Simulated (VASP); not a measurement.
# SiC (F-43m) in VASP: further runs

The runs below take SiC through single point, relaxation of cell and atoms, with PBE.

Program: VASP 6.6.1. These are calculated values, not measurements. Logs are shortened: lines on timing, memory, paths and dates and some standing lists are left out, and cuts for length are marked.

## Step 1: The cell of the first run

It takes space group F-43m (No. 216, cubic). The conventional cell has a = 4.354 Å, b = 4.354 Å, c = 4.354 Å, α = 90.00°, β = 90.00°, γ = 90.00°. Within 2.5 Å of Si (site symmetry -43m) lie 4 C at 1.89 Å. Within 2.5 Å of C (site symmetry -43m) lie 4 Si at 1.89 Å.

## Step 2: Single point, PBE

INCAR reads:

```
  PREC = Accurate
  ENCUT = 600
  EDIFF = 1E-6
  ISMEAR = 0
  SIGMA = 0.1
  LREAL = False
  LASPH = True
  NELM = 120
  ALGO = Normal
  ISIF = 2
  LWAVE = False
  LCHARG = True
  GGA = PE
  LELF = True
  LVHAR = True
  NBANDS = 11
  GGA_COMPAT = False
```

KPOINTS reads:

```
regular mesh
0
Gamma
  6 6 6
```

POSCAR reads:

```
SiC
1.0
    0.0000000000      2.1769970000      2.1769970000
    2.1769970000      0.0000000000      2.1769970000
    2.1769970000      2.1769970000      0.0000000000
Si C
1 1
Direct
    0.2500000000      0.2500000000      0.2500000000
    0.0000000000      0.0000000000      0.0000000000
```

Potentials or basis: VASP PAW PBE potentials, release 64 (Si, C).

The run is started by

```bash
cat potpaw_PBE.64/Si/POTCAR potpaw_PBE.64/C/POTCAR > POTCAR
mpirun -np 1 vasp_std > vasp.out
```

OUTCAR:

```text
PREC = Accurate
   ENCUT = 600
   EDIFF = 1E-6
   ISMEAR = 0
   LREAL = False
   LASPH = True
   NELM = 120
   ISIF = 2
   GGA = PE

 ion  position               nearest neighbor table
   1  0.250  0.250  0.250-   2 1.89   2 1.89   2 1.89   2 1.89
   2  0.000  0.000  0.000-   1 1.89   1 1.89   1 1.89   1 1.89

  LATTYP: Found a face centered cubic cell.
 ALAT       =     4.3539940000

  Lattice vectors:

 A1 = (   0.0000000000,   2.1769970000,   2.1769970000)
 A2 = (   2.1769970000,   0.0000000000,   2.1769970000)
 A3 = (   2.1769970000,   2.1769970000,   0.0000000000)

Analysis of symmetry for initial positions (statically):
=====================================================================
 Subroutine PRICEL returns:
 Original cell was already a primitive cell.

 Routine SETGRP: Setting up the symmetry group for a
 face centered cubic supercell.

 Subroutine GETGRP returns: Found 24 space group operations
 (whereof 24 operations were pure point group operations)
 out of a pool of 48 trial point group operations.

The static configuration has the point symmetry T_d .

Analysis of symmetry for dynamics (positions and initial velocities):
=====================================================================
 Subroutine PRICEL returns:
 Original cell was already a primitive cell.

 Routine SETGRP: Setting up the symmetry group for a
 face centered cubic supercell.

 Subroutine GETGRP returns: Found 24 space group operations
 (whereof 24 operations were pure point group operations)
 out of a pool of 48 trial point group operations.

The dynamic configuration has the point symmetry T_d .

 Subroutine INISYM returns: Found 24 space group operations
 (whereof 24 operations are pure point group operations),
 and found     1 'primitive' translations

----------------------------------------------------------------------------------------

                                     Primitive cell

  volume of cell :      20.6350

  direct lattice vectors                    reciprocal lattice vectors
     0.000000000  2.176997000  2.176997000    -0.229674180  0.229674180  0.229674180
     2.176997000  0.000000000  2.176997000     0.229674180 -0.229674180  0.229674180
     2.176997000  2.176997000  0.000000000     0.229674180  0.229674180 -0.229674180

  length of vectors
     3.078738683  3.078738683  3.078738683     0.397807348  0.397807348  0.397807348

  position of ions in fractional coordinates (direct lattice)
     0.250000000  0.250000000  0.250000000
     0.000000000  0.000000000  0.000000000

  ion indices of the primitive-cell ions
   primitive index   ion index
                 1           1
                 2           2

----------------------------------------------------------------------------------------

 KPOINTS: regular mesh

Automatic generation of k-mesh.
 Grid dimensions read from file:
 generate k-points for:    6    6    6

 Generating k-lattice:

  Cartesian coordinates                     Fractional coordinates (reciprocal lattice)
    -0.038279030  0.038279030  0.038279030     0.166666667  0.000000000  0.000000000
     0.038279030 -0.038279030  0.038279030     0.000000000  0.166666667  0.000000000
     0.038279030  0.038279030 -0.038279030     0.000000000  0.000000000  0.166666667

  Length of vectors
     0.066301225  0.066301225  0.066301225

  Shift w.r.t. Gamma in fractional coordinates (k-lattice)
     0.000000000  0.000000000  0.000000000

 Subroutine IBZKPT returns following result:
 ===========================================

 Found     16 irreducible k-points:

 Following reciprocal coordinates:
            Coordinates               Weight
  0.000000  0.000000  0.000000      1.000000
  0.166667  0.000000  0.000000      8.000000
  0.333333  0.000000  0.000000      8.000000
  0.500000  0.000000  0.000000      4.000000
  0.166667  0.166667  0.000000      6.000000
  0.333333  0.166667  0.000000     24.000000
[... 8 lines left out ...]
 -0.333333  0.333333  0.166667     24.000000
 -0.333333  0.500000  0.166667     12.000000
   k-points           NKPTS =     16   k-points in BZ     NKDIM =     16   number of bands    NBANDS=     11
   number of dos      NEDOS =    301   number of ions     NIONS =      2
   total plane-waves  NPLWV =  21952
   dimension x,y,z NGX =    28 NGY =   28 NGZ =   28
   dimension x,y,z NGXF=    56 NGYF=   56 NGZF=   56
   ions per type =               1   1
   NGX,Y,Z   is equivalent  to a cutoff of  15.12, 15.12, 15.12 a.u.
   NGXF,Y,Z  is equivalent  to a cutoff of  30.24, 30.24, 30.24 a.u.
 SYSTEM =  unknown system
   PREC   = accura    normal or accurate (medium, high low for compatibility)
   ISTART =      0    job   : 0-new  1-cont  2-samecut
   ICHARG =      2    charge: 1-file 2-atom 10-const
   ISPIN  =      1    spin polarized calculation?
   LNONCOLLINEAR =      F non collinear calculations
   LSORBIT =      F    spin-orbit coupling
   LASPH  =      T    aspherical Exc in radial PAW
   ENCUT  =  600.0 eV  44.10 Ry    6.64 a.u.   6.15  6.15  6.15*2*pi/ulx,y,z
   NELM   =    120;   NELMIN=  2; NELMDL= -5     # of ELM steps
   EDIFF  = 0.1E-05   stopping-criterion for ELM
   LREAL  =      F    real-space projection
   EDIFFG = 0.1E-04   stopping-criterion for IOM
   NSW    =      0    number of steps for IOM
   IBRION =     -1    ionic relax: 0-MD 1-quasi-New 2-CG
   NFREE  =      0    steps in history (QN), initial steepest desc. (CG)
   ISIF   =      2    stress and relaxation
   ISYM   =      2    0-nonsym 1-usesym 2-fastsym
   POTIM  = 0.5000    time-step for ionic-motion
   TEBEG  =    0.0;   TEEND  =   0.0 temperature during run
   PSTRESS=    0.0 pullay stress
   NELECT =       8.0000    total number of electrons
   NUPDOWN=      -1.0000    fix difference up-down
   EMIN   =  10.00;   EMAX   =-10.00  energy-range for DOS
   EFERMI =   0.00;   METHOD = LEGACY
   ISMEAR =     0;   SIGMA  =   0.10  broadening in eV -4-tet -1-fermi 0-gaus
   EFERMI_NEDOS =   21; number of points for ismear=-14 and -15
   IALGO  =     38    algorithm
   IMIX   =      4    mixing-type and parameters
     AMIX     =   0.40;   BMIX     =  1.00
     AMIX_MAG =   1.60;   BMIX_MAG =  1.00
  volume/ion in A,a.u.               =      10.32        69.63
  Fermi-wavevector in a.u.,A,eV,Ry     =   1.193723  2.255810 19.387966  1.424975
  Thomas-Fermi vector in A             =   2.329731
   LORBIT       =      0    0 simple, 1 ext, 2 COOP (PROOUT), +10 PAW based schemes
   GGA     = PE    functional components
   LHFCALC =     F    Hartree Fock is set to
   AEXX    =    0.0000 exact exchange contribution
   IVDW    =     0    specifies the selected vdW correction
   LEPSILON=     F    determine dielectric tensor
   LRPA    =     F    only Hartree local field effects (RPA)
 non-spin polarized calculation
 Gauss-broadening in eV      SIGMA  =   0.10
  energy-cutoff  :      600.00
  volume of cell :       20.63
 maximum number of plane-waves:       701
 NGX is ok and might be reduce to    28
   NGX = 13   NGY = 13   NGZ = 13

 number of electron       8.0000000 magnetization

 Free energy of the ion-electron system (eV)
  ---------------------------------------------------
  ext. energy  EPLUGINS =         0.00000000
  ---------------------------------------------------
  free energy    TOTEN  =       -15.04719179 eV

  energy without entropy =      -15.04719179  energy(sigma->0) =      -15.04719179

 E-fermi :   8.5928     XC(G=0): -11.3662

 val. band max:        8.1447978081   @ k =   0.0000   0.0000   0.0000
 cond. band min:       9.4934532143   @ k =   0.5000   0.5000   0.0000
 fundamental gap:      1.3486554062
 Fermi energy:         8.5927818727

 k-point     1 :       0.0000    0.0000    0.0000
  band No.  band energies     occupation
      1      -7.2834      2.00000
      2       8.1448      2.00000
      3       8.1448      2.00000
      4       8.1448      2.00000
      5      14.4093      0.00000
      6      15.4656      0.00000
      7      15.4656      0.00000
      8      15.4656      0.00000
      9      22.6619      0.00000
     10      22.6619      0.00000
     11      24.6632      0.00000

 k-point     2 :       0.1667    0.0000    0.0000
  band No.  band energies     occupation
      1      -6.7428      2.00000
      2       5.7715      2.00000
      3       7.8146      2.00000
      4       7.8146      2.00000
      5      14.5098      0.00000
      6      15.9844      0.00000
      7      15.9844      0.00000
      8      16.5215      0.00000
      9      21.1259      0.00000
     10      21.1259      0.00000
     11      23.8285      0.00000

 k-point     3 :       0.3333    0.0000    0.0000
  band No.  band energies     occupation
      1      -5.2123      2.00000
      2       1.9597      2.00000
      3       7.3004      2.00000
      4       7.3004      2.00000
      5      13.8521      0.00000
      6      15.7968      0.00000
      7      15.7968      0.00000
      8      18.0814      0.00000
      9      22.4398      0.00000
     10      22.4398      0.00000
     11      23.4315      0.00000

 k-point     4 :       0.5000    0.0000    0.0000
  band No.  band energies     occupation
      1      -3.7055      2.00000
      2      -0.4088      2.00000
      3       7.0917      2.00000
      4       7.0917      2.00000
      5      13.6002      0.00000
      6      15.3773      0.00000
      7      15.3773      0.00000
      8      18.2116      0.00000
      9      24.3736      0.00000
     10      25.4019      0.00000
     11      25.4019      0.00000
[... 127 lines left out ...]
 k-point    14 :       0.5000    0.3333    0.1667
  band No.  band energies     occupation
      1      -3.9255      2.00000
      2       2.1855      2.00000
      3       4.0363      2.00000
      4       5.7213      2.00000
      5      13.0424      0.00000
      6      15.9082      0.00000
      7      16.7463      0.00000
      8      19.8436      0.00000
      9      21.4889      0.00000
     10      24.9661      0.00000
     11      28.7817      0.00000

 k-point    15 :      -0.3333    0.3333    0.1667
  band No.  band energies     occupation
      1      -2.6200      2.00000
      2       0.7599      2.00000
      3       3.4233      2.00000
      4       5.0177      2.00000
      5      13.2671      0.00000
      6      16.0524      0.00000
      7      18.4832      0.00000
      8      19.4485      0.00000
      9      21.0847      0.00000
     10      24.6342      0.00000
     11      29.3408      0.00000

 k-point    16 :      -0.3333    0.5000    0.1667
  band No.  band energies     occupation
      1      -2.0807      2.00000
      2       0.8495      2.00000
      3       3.6271      2.00000
      4       3.7515      2.00000
      5      12.1363      0.00000
      6      15.2487      0.00000
      7      18.9987      0.00000
      8      20.3797      0.00000
      9      22.3574      0.00000
     10      25.8832      0.00000
     11      29.3330      0.00000

------------------------ aborting loop because EDIFF is reached ----------------------------------------

  FORCE on cell =-STRESS in cart. coord.  units (eV):
  Direction    XX          YY          ZZ          XY          YZ          ZX
  --------------------------------------------------------------------------------------
  -------------------------------------------------------------------------------------
  Total        0.4815034      0.4815034      0.4815034      0.0000000      0.0000000      0.0000000
  in kB       37.3857770     37.3857770     37.3857770      0.0000000      0.0000000      0.0000000
  external PRESSURE =      37.3857770 kB  Pullay stress =       0.0000000 kB

 VOLUME and BASIS-vectors are now :
 -----------------------------------------------------------------------------
  energy-cutoff  :      600.00
  volume of cell :       20.63
      direct lattice vectors                 reciprocal lattice vectors
     0.000000000  2.176997000  2.176997000    -0.229674180  0.229674180  0.229674180
     2.176997000  0.000000000  2.176997000     0.229674180 -0.229674180  0.229674180
     2.176997000  2.176997000  0.000000000     0.229674180  0.229674180 -0.229674180

 POSITION                                       TOTAL-FORCE (eV/Angst)
 -----------------------------------------------------------------------------------
      1.08850      1.08850      1.08850        -0.000000     -0.000000     -0.000000
      0.00000      0.00000      0.00000         0.000000      0.000000      0.000000
 -----------------------------------------------------------------------------------
    total drift:                                0.000000      0.000000      0.000000

  FREE ENERGIE OF THE ION-ELECTRON SYSTEM (eV)
  ---------------------------------------------------
  free  energy   TOTEN  =       -15.0471917934 eV

  energy  without entropy=      -15.0471917934  energy(sigma->0) =      -15.04719179
```

Wall time 6.9 s (1 thread of AMD EPYC 9R45 (Zen 5), shared host); peak memory 0.11 GiB.

Results:

* Free energy: -15.0472 eV
* Pressure: 3.7 GPa
* Band gap on the k mesh: 1.35 eV, indirect (least direct gap 4.54 eV)

## Step 3: Single point, PBE

This run uses another cell than the first one, of 10.50 Å³/atom, 1.018 times its volume.

INCAR reads:

```
PREC = Accurate ; ENCUT = 600
EDIFF = 1E-6 ; ISMEAR = 0
SIGMA = 0.1 ; LREAL = False
LASPH = True ; NELM = 120
ALGO = Normal ; ISIF = 2
LWAVE = False ; LCHARG = True
GGA = PE ; LELF = True
LVHAR = True ; NBANDS = 11
GGA_COMPAT = False
```

KPOINTS is that of step 2.

POSCAR reads:

```
SiC
1.0
    0.0000000000      2.1896549128      2.1896549128
    2.1896549128      0.0000000000      2.1896549128
    2.1896549128      2.1896549128      0.0000000000
Si C
1 1
Direct
    0.2500000000      0.2500000000      0.2500000000
    0.0000000000      0.0000000000      0.0000000000
```

Potentials or basis: VASP PAW PBE potentials, release 64 (Si, C).

The run is started by

```bash
cat potpaw_PBE.64/Si/POTCAR potpaw_PBE.64/C/POTCAR > POTCAR
mpirun -np 1 vasp_std > vasp.out
```

It took 6.9 s on 1 thread of AMD EPYC 9R45 (Zen 5), shared host; peak memory 0.11 GiB.

It converged, with:

```
Free energy            : -15.0516 eV
Pressure               : -0.1 GPa
Band gap on the k mesh : 1.36 eV, indirect (least direct gap 4.52 eV)
```

Levels at points of the mesh, in eV from the valence-band top:
| k point | band 1 | band 2 | band 3 | band 4 | band 5 | band 6 | band 7 | band 8 | band 9 |
| --- | --- | --- | --- | --- | --- | --- | --- | --- | --- |
| (0.00, 0.00, 0.00) | -15.29 | 0.00 | 0.00 | 0.00 | 6.06 | 7.20 | 7.20 | 7.20 | 14.42 |
| (0.50, 0.00, 0.00) | -11.78 | -8.46 | -1.05 | -1.05 | 5.30 | 7.16 | 7.16 | 9.97 | 16.02 |
| (0.50, 0.50, 0.00) | -10.34 | -7.75 | -3.16 | -3.16 | 1.36 | 4.27 | 13.86 | 13.86 | 14.59 |

A k mesh can miss the band edges.

## Step 4: Relaxation of cell and atoms, PBE

INCAR reads:

```
ALGO = Normal
EDIFF = 1E-7
EDIFFG = -0.04
ENCUT = 600
GGA = PE
GGA_COMPAT = F
IBRION = 2
ISIF = 3
ISMEAR = 0
LASPH = T
LCHARG = F
LREAL = F
LWAVE = F
NELM = 120
NELMIN = 4
NSW = 60
PREC = Accurate
SIGMA = 0.1
```

KPOINTS reads:

```
k-points
0
Gamma
  6 6 6
```

POSCAR reads:

```
SiC
1.0
    0.0000000000      2.1769970000      2.1769970000
    2.1769970000      0.0000000000      2.1769970000
    2.1769970000      2.1769970000      0.0000000000
Si C
1 1
Direct
    0.2500000000      0.2500000000      0.2500000000
    0.0000000000      0.0000000000      0.0000000000
```

The run is started by

```bash
cat potpaw_PBE.64/Si/POTCAR potpaw_PBE.64/C/POTCAR > POTCAR
mpirun -np 1 vasp_std > vasp.out
```

Wall time 14 s (1 thread of AMD EPYC 9R45 (Zen 5), shared host); peak memory 0.12 GiB.

The run converged. Its results:

- Free energy: -15.0513 eV
- Relaxed volume: 10.49 Å³/atom
- Relaxed cell: a = 3.096 Å, b = 3.096 Å, c = 3.096 Å, α = 60.00°, β = 60.00°, γ = 60.00°
- Space group after relaxing (to 0.05 Å): F-43m (No. 216)
- Energy gained by relaxing: 2.0 meV/atom
- Ionic steps: 3
- Pressure after relaxing: 0.0 GPa
- Band gap on the k mesh: 1.36 eV, indirect (least direct gap 4.52 eV)

Step by step:
| step | energy change (eV) | largest force (eV/Å) | pressure (GPa) | volume (Å³) |
| --- | --- | --- | --- | --- |
| 1 | 0.0000 | 0.0000 | 3.74 | 20.63 |
| 2 | 0.0002 | 0.0000 | -3.60 | 21.36 |
| 3 | -0.0041 | 0.0000 | 0.00 | 20.99 |

Final structure:
```xyz
2
Lattice="0.0000 2.1894 2.1894 2.1894 0.0000 2.1894 2.1894 2.1894 0.0000" Properties=species:S:1:pos:R:3 pbc="T T T"
Si    1.0947    1.0947    1.0947
C     0.0000    0.0000    0.0000
```

Levels at points of the mesh, in eV from the valence-band top:
```tsv
k point	band 1	band 2	band 3	band 4	band 5	band 6	band 7	band 8
(0.00, 0.00, 0.00)	-15.29	0.00	0.00	0.00	6.06	7.20	7.20	7.20
(0.50, 0.00, 0.00)	-11.78	-8.46	-1.05	-1.05	5.30	7.16	7.16	9.97
(0.50, 0.50, 0.00)	-10.34	-7.75	-3.16	-3.16	1.36	4.27	13.86	13.86
```

A k mesh can miss the band edges.

## Step 5: The runs side by side

| task | cell | gap on the mesh (eV) | pressure (GPa) |
| --- | --- | --- | --- |
| single point | a = 3.079 Å, angles 60.0°, 2 atoms | 1.35 | 3.7 |
| single point | a = 3.097 Å, angles 60.0°, 2 atoms | 1.36 | -0.1 |
| relaxation of cell and atoms | relaxed from a = 3.079 Å, angles 60.0°, 2 atoms | 1.36 | 0.0 |

Alike in all rows: level PBE; potentials or basis VASP PAW PBE potentials, release 64 (Si, C); no spin polarisation; k mesh 6 × 6 × 6; cutoff (eV) 600; smearing gaussian 0.1 eV.

Total energies depend on the potentials used, so only differences within one code and one set of settings carry meaning.
